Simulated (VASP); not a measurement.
# Si (Fd-3m) in VASP: single point with PBE

Aim: the single point of Si with PBE.

Everything below comes from runs of VASP 6.6.1. Logs are shortened: lines on timing, memory, paths and dates and some standing lists are left out, and cuts for length are marked.

## 1. The cell of the first run

It takes space group Fd-3m (No. 227, cubic). Conventional cell: a = 5.470 Å, b = 5.470 Å, c = 5.470 Å, α = 90.00°, β = 90.00°, γ = 90.00°. Si (site symmetry -43m) has 4 Si at 2.37 Å within 3.1 Å.

## 2. Single point, PBE

INCAR

```
  ALGO = Normal
  EDIFF = 1E-6
  ENCUT = 500
  GGA = PE
  GGA_COMPAT = F
  ISIF = 2
  ISMEAR = -1
  LASPH = T
  LCHARG = F
  LREAL = F
  LWAVE = F
  NBANDS = 11
  NELM = 120
  PREC = Accurate
  SIGMA = 0.06122561905347299
```

KPOINTS

```
k-points
0
Gamma
  8 8 8
```

POSCAR

```
Si
1.0
    0.0000000000      2.7349569803      2.7349569803
    2.7349569803      0.0000000000      2.7349569803
    2.7349569803      2.7349569803      0.0000000000
Si
2
Direct
    0.0000000000      0.0000000000      0.0000000000
    0.2500000000      0.2500000000      0.2500000000
```

Potentials or basis: VASP PAW PBE potentials, release 64 (Si).

On the command line:

```console
cat potpaw_PBE.64/Si/POTCAR > POTCAR
mpirun -np 1 vasp_std > vasp.out
```

OUTCAR:

```text
EDIFF = 1E-6
   ENCUT = 500
   GGA = PE
   ISIF = 2
   ISMEAR = -1
   LASPH = T
   LREAL = F
   NELM = 120
   PREC = Accurate

 ion  position               nearest neighbor table
   1  0.000  0.000  0.000-   2 2.37   2 2.37   2 2.37   2 2.37
   2  0.250  0.250  0.250-   1 2.37   1 2.37   1 2.37   1 2.37

  LATTYP: Found a face centered cubic cell.
 ALAT       =     5.4699139606

  Lattice vectors:

 A1 = (   0.0000000000,   2.7349569803,   2.7349569803)
 A2 = (   2.7349569803,   0.0000000000,   2.7349569803)
 A3 = (   2.7349569803,   2.7349569803,   0.0000000000)

Analysis of symmetry for initial positions (statically):
=====================================================================
 Subroutine PRICEL returns:
 Original cell was already a primitive cell.

 Routine SETGRP: Setting up the symmetry group for a
 face centered cubic supercell.

 Subroutine GETGRP returns: Found 48 space group operations
 (whereof 24 operations were pure point group operations)
 out of a pool of 48 trial point group operations.

The static configuration has the point symmetry T_d .
 The point group associated with its full space group is O_h .

Analysis of symmetry for dynamics (positions and initial velocities):
=====================================================================
 Subroutine PRICEL returns:
 Original cell was already a primitive cell.

 Routine SETGRP: Setting up the symmetry group for a
 face centered cubic supercell.

 Subroutine GETGRP returns: Found 48 space group operations
 (whereof 24 operations were pure point group operations)
 out of a pool of 48 trial point group operations.

The dynamic configuration has the point symmetry T_d .
 The point group associated with its full space group is O_h .

 Subroutine INISYM returns: Found 48 space group operations
 (whereof 24 operations are pure point group operations),
 and found     1 'primitive' translations

----------------------------------------------------------------------------------------

                                     Primitive cell

  volume of cell :      40.9149

  direct lattice vectors                    reciprocal lattice vectors
     0.000000000  2.734956980  2.734956980    -0.182818232  0.182818232  0.182818232
     2.734956980  0.000000000  2.734956980     0.182818232 -0.182818232  0.182818232
     2.734956980  2.734956980  0.000000000     0.182818232  0.182818232 -0.182818232

  length of vectors
     3.867813254  3.867813254  3.867813254     0.316650467  0.316650467  0.316650467

  position of ions in fractional coordinates (direct lattice)
     0.000000000  0.000000000  0.000000000
     0.250000000  0.250000000  0.250000000

  ion indices of the primitive-cell ions
   primitive index   ion index
                 1           1
                 2           2

----------------------------------------------------------------------------------------

 KPOINTS: k-points

Automatic generation of k-mesh.
 Grid dimensions read from file:
 generate k-points for:    8    8    8

 Generating k-lattice:

  Cartesian coordinates                     Fractional coordinates (reciprocal lattice)
    -0.022852279  0.022852279  0.022852279     0.125000000  0.000000000  0.000000000
     0.022852279 -0.022852279  0.022852279     0.000000000  0.125000000  0.000000000
     0.022852279  0.022852279 -0.022852279     0.000000000  0.000000000  0.125000000

  Length of vectors
     0.039581308  0.039581308  0.039581308

  Shift w.r.t. Gamma in fractional coordinates (k-lattice)
     0.000000000  0.000000000  0.000000000

 Subroutine IBZKPT returns following result:
 ===========================================

 Found     29 irreducible k-points:

 Following reciprocal coordinates:
            Coordinates               Weight
  0.000000  0.000000  0.000000      1.000000
  0.125000  0.000000  0.000000      8.000000
  0.250000  0.000000  0.000000      8.000000
  0.375000  0.000000  0.000000      8.000000
  0.500000  0.000000  0.000000      4.000000
  0.125000  0.125000  0.000000      6.000000
[... 16 lines left out ...]
  0.500000  0.250000  0.125000     48.000000
 -0.375000  0.250000  0.125000     24.000000
 [... further k-points ...]
   k-points           NKPTS =     29   k-points in BZ     NKDIM =     29   number of bands    NBANDS=     11
   number of dos      NEDOS =    301   number of ions     NIONS =      2
   total plane-waves  NPLWV =  21952
   dimension x,y,z NGX =    28 NGY =   28 NGZ =   28
   dimension x,y,z NGXF=    56 NGYF=   56 NGZF=   56
   ions per type =               2
   NGX,Y,Z   is equivalent  to a cutoff of  12.03, 12.03, 12.03 a.u.
   NGXF,Y,Z  is equivalent  to a cutoff of  24.07, 24.07, 24.07 a.u.
 SYSTEM =  unknown system
   PREC   = accura    normal or accurate (medium, high low for compatibility)
   ISTART =      0    job   : 0-new  1-cont  2-samecut
   ICHARG =      2    charge: 1-file 2-atom 10-const
   ISPIN  =      1    spin polarized calculation?
   LNONCOLLINEAR =      F non collinear calculations
   LSORBIT =      F    spin-orbit coupling
   LASPH  =      T    aspherical Exc in radial PAW
   ENCUT  =  500.0 eV  36.75 Ry    6.06 a.u.   7.05  7.05  7.05*2*pi/ulx,y,z
   NELM   =    120;   NELMIN=  2; NELMDL= -5     # of ELM steps
   EDIFF  = 0.1E-05   stopping-criterion for ELM
   LREAL  =      F    real-space projection
   EDIFFG = 0.1E-04   stopping-criterion for IOM
   NSW    =      0    number of steps for IOM
   IBRION =     -1    ionic relax: 0-MD 1-quasi-New 2-CG
   NFREE  =      0    steps in history (QN), initial steepest desc. (CG)
   ISIF   =      2    stress and relaxation
   ISYM   =      2    0-nonsym 1-usesym 2-fastsym
   POTIM  = 0.5000    time-step for ionic-motion
   TEBEG  =    0.0;   TEEND  =   0.0 temperature during run
   PSTRESS=    0.0 pullay stress
   NELECT =       8.0000    total number of electrons
   NUPDOWN=      -1.0000    fix difference up-down
   EMIN   =  10.00;   EMAX   =-10.00  energy-range for DOS
   EFERMI =   0.00;   METHOD = LEGACY
   ISMEAR =    -1;   SIGMA  =   0.06  broadening in eV -4-tet -1-fermi 0-gaus
   EFERMI_NEDOS =   21; number of points for ismear=-14 and -15
   IALGO  =     38    algorithm
   IMIX   =      4    mixing-type and parameters
     AMIX     =   0.40;   BMIX     =  1.00
     AMIX_MAG =   1.60;   BMIX_MAG =  1.00
  volume/ion in A,a.u.               =      20.46       138.05
  Fermi-wavevector in a.u.,A,eV,Ry     =   0.950191  1.795601 12.284201  0.902863
  Thomas-Fermi vector in A             =   2.078545
   LORBIT       =      0    0 simple, 1 ext, 2 COOP (PROOUT), +10 PAW based schemes
   GGA     = PE    functional components
   LHFCALC =     F    Hartree Fock is set to
   AEXX    =    0.0000 exact exchange contribution
   IVDW    =     0    specifies the selected vdW correction
   LEPSILON=     F    determine dielectric tensor
   LRPA    =     F    only Hartree local field effects (RPA)
 non-spin polarized calculation
  energy-cutoff  :      500.00
  volume of cell :       40.91
 maximum number of plane-waves:      1056
   NGX = 15   NGY = 15   NGZ = 15

 number of electron       8.0000000 magnetization

 Free energy of the ion-electron system (eV)
  ---------------------------------------------------
  ext. energy  EPLUGINS =         0.00000000
  ---------------------------------------------------
  free energy    TOTEN  =       -10.84607617 eV

  energy without entropy =      -10.84599904  energy(sigma->0) =      -10.84603761

 E-fermi :   5.9112     XC(G=0):  -9.3241

 val. band max:        5.6108245446   @ k =   0.0000   0.0000   0.0000
 cond. band min:       6.2618618664   @ k =   0.3750   0.3750   0.0000
 fundamental gap:      0.6510373217
 Fermi energy:         5.9111917577

 k-point     1 :       0.0000    0.0000    0.0000
  band No.  band energies     occupation
      1      -6.1997      2.00000
      2       5.6108      1.98530
      3       5.6108      1.98530
      4       5.6108      1.98530
      5       8.1670      0.00000
      6       8.1670      0.00000
      7       8.1670      0.00000
      8       8.7373      0.00000
      9      13.3191      0.00000
     10      13.3191      0.00000
     11      13.4854      0.00000

 k-point     2 :       0.1250    0.0000    0.0000
  band No.  band energies     occupation
      1      -5.9993      2.00000
      2       4.0202      2.00000
      3       5.3286      1.99985
      4       5.3286      1.99985
      5       8.0517      0.00000
      6       8.5823      0.00000
      7       8.5823      0.00000
      8      10.1380      0.00000
      9      12.8465      0.00000
     10      12.8465      0.00000
     11      14.2608      0.00000

 k-point     3 :       0.2500    0.0000    0.0000
  band No.  band energies     occupation
      1      -5.4152      2.00000
      2       1.7256      2.00000
      3       4.8662      2.00000
      4       4.8662      2.00000
      5       7.5678      0.00000
      6       9.1001      0.00000
      7       9.1001      0.00000
      8      12.3567      0.00000
      9      12.7973      0.00000
     10      12.7973      0.00000
     11      14.5381      0.00000

 k-point     4 :       0.3750    0.0000    0.0000
  band No.  band energies     occupation
      1      -4.5413      2.00000
      2      -0.2577      2.00000
      3       4.5435      2.00000
      4       4.5435      2.00000
      5       7.2032      0.00000
      6       9.0635      0.00000
      7       9.0635      0.00000
      8      13.4465      0.00000
      9      14.1484      0.00000
     10      14.1484      0.00000
     11      15.1175      0.00000

 k-point     5 :       0.5000    0.0000    0.0000
  band No.  band energies     occupation
      1      -3.9225      2.00000
      2      -1.2550      2.00000
      3       4.4329      2.00000
      4       4.4329      2.00000
      5       7.0750      0.00000
      6       8.9601      0.00000
      7       8.9601      0.00000
      8      13.3115      0.00000
      9      16.1040      0.00000
     10      16.1040      0.00000
     11      16.7883      0.00000
[... 211 lines left out ...]
 k-point    21 :       0.5000    0.5000    0.0000
  band No.  band energies     occupation
      1      -2.1334      2.00000
      2      -2.1334      2.00000
      3       2.8183      2.00000
      4       2.8183      2.00000
      5       6.3632      0.00124
      6       6.3632      0.00124
      7      15.5417      0.00000
      8      15.5417      0.00000
      9      16.5158      0.00000
     10      16.5158      0.00000
     11      18.0509      0.00000

 k-point    22 :       0.3750    0.2500    0.1250
  band No.  band energies     occupation
      1      -4.8955      2.00000
      2       1.3432      2.00000
      3       2.9603      2.00000
      4       4.2114      2.00000
      5       8.0536      0.00000
      6       9.4355      0.00000
      7       9.8138      0.00000
      8      11.0498      0.00000
      9      13.3215      0.00000
     10      15.7120      0.00000
     11      16.5717      0.00000

 k-point    23 :       0.5000    0.2500    0.1250
  band No.  band energies     occupation
      1      -4.0266      2.00000
      2      -0.1755      2.00000
      3       2.3565      2.00000
      4       3.7244      2.00000
      5       8.4746      0.00000
      6       9.1398      0.00000
      7      10.5872      0.00000
      8      11.4875      0.00000
      9      14.5390      0.00000
     10      15.2345      0.00000
     11      17.5104      0.00000

 k-point    24 :      -0.3750    0.2500    0.1250
  band No.  band energies     occupation
      1      -3.3929      2.00000
      2      -1.0943      2.00000
      3       2.2251      2.00000
      4       3.5015      2.00000
      5       8.6331      0.00000
      6       8.7573      0.00000
      7      11.4557      0.00000
      8      12.6754      0.00000
      9      12.9154      0.00000
     10      16.1165      0.00000
     11      17.1600      0.00000

 [... further k-points ...]
[... 5 lines left out ...]
  --------------------------------------------------------------------------------------
  -------------------------------------------------------------------------------------
  Total       -0.0145192     -0.0145192     -0.0145192      0.0000000      0.0000000     -0.0000000
  in kB       -0.5685547     -0.5685547     -0.5685547      0.0000000      0.0000000     -0.0000000
  external PRESSURE =      -0.5685547 kB  Pullay stress =       0.0000000 kB

 VOLUME and BASIS-vectors are now :
 -----------------------------------------------------------------------------
  energy-cutoff  :      500.00
  volume of cell :       40.91
      direct lattice vectors                 reciprocal lattice vectors
     0.000000000  2.734956980  2.734956980    -0.182818232  0.182818232  0.182818232
     2.734956980  0.000000000  2.734956980     0.182818232 -0.182818232  0.182818232
     2.734956980  2.734956980  0.000000000     0.182818232  0.182818232 -0.182818232

 POSITION                                       TOTAL-FORCE (eV/Angst)
 -----------------------------------------------------------------------------------
      0.00000      0.00000      0.00000        -0.000000     -0.000000     -0.000000
      1.36748      1.36748      1.36748         0.000000      0.000000      0.000000
 -----------------------------------------------------------------------------------
    total drift:                                0.000000      0.000000     -0.000000

  FREE ENERGIE OF THE ION-ELECTRON SYSTEM (eV)
  ---------------------------------------------------
  free  energy   TOTEN  =       -10.8460761737 eV

  energy  without entropy=      -10.8459990436  energy(sigma->0) =      -10.84603761
```

Wall time 16 s (1 thread of Intel Xeon 8259CL, shared host); peak memory 0.15 GiB.

What came out:

```
Free energy            : -10.8461 eV
Pressure               : -0.1 GPa
Band gap on the k mesh : 0.65 eV, indirect (least direct gap 2.56 eV)
```

A k mesh can miss the band edges.
